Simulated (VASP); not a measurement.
A run of VASP 6.6.1 is set up as follows.

INCAR

```
SYSTEM = Al
PREC = Accurate
ENCUT = 520
EDIFF = 1E-7
ISMEAR = 0
SIGMA = 0.1
LREAL = .False.
LASPH = .True.
NELM = 80
ALGO = Normal
ISIF = 2
LWAVE = .False.
LCHARG = .False.
LDIPOL = .True.
IDIPOL = 3
DIPOL = 0.5 0.5 0.500
GGA = PE
IVDW = 12
NBANDS = 14
```

The input KPOINTS:

```
Automatic mesh
0
Gamma
  12 12 1
  0 0 0
```

The input POSCAR:

```
Al
1.0
    2.8162173067      0.0000000000      0.0000000000
   -1.4081086533      2.4389157302      0.0000000000
    0.0000000000      0.0000000000     23.8982954061
Al
4
Direct
    0.6666666667      0.3333333333      0.3556739029
    0.3333333333      0.6666666667      0.4518913010
    0.0000000000      0.0000000000      0.5475508738
    0.6666666667      0.3333333333      0.6450338987
```

Potentials or basis: VASP PAW PBE potentials, release 64 (Al).

Launch:

```bash
$ cat potpaw_PBE.64/Al/POTCAR > POTCAR
$ mpirun -np 1 vasp_std > vasp.out
```

Problem. Estimate the largest force.

Solution. 0.096 eV/Å.

Problem. Estimate the band gap on the k mesh.

Solution. Zero (bands 6 and 7 overlap by 1.86 eV).

Problem. Estimate the dispersion energy per atom.

Solution. -0.264 eV.

Forces on the atoms (eV/Å):
```
Al   0.000  0.000 -0.096
Al   0.000  0.000  0.096
Al   0.000  0.000 -0.001
Al   0.000  0.000  0.000
```
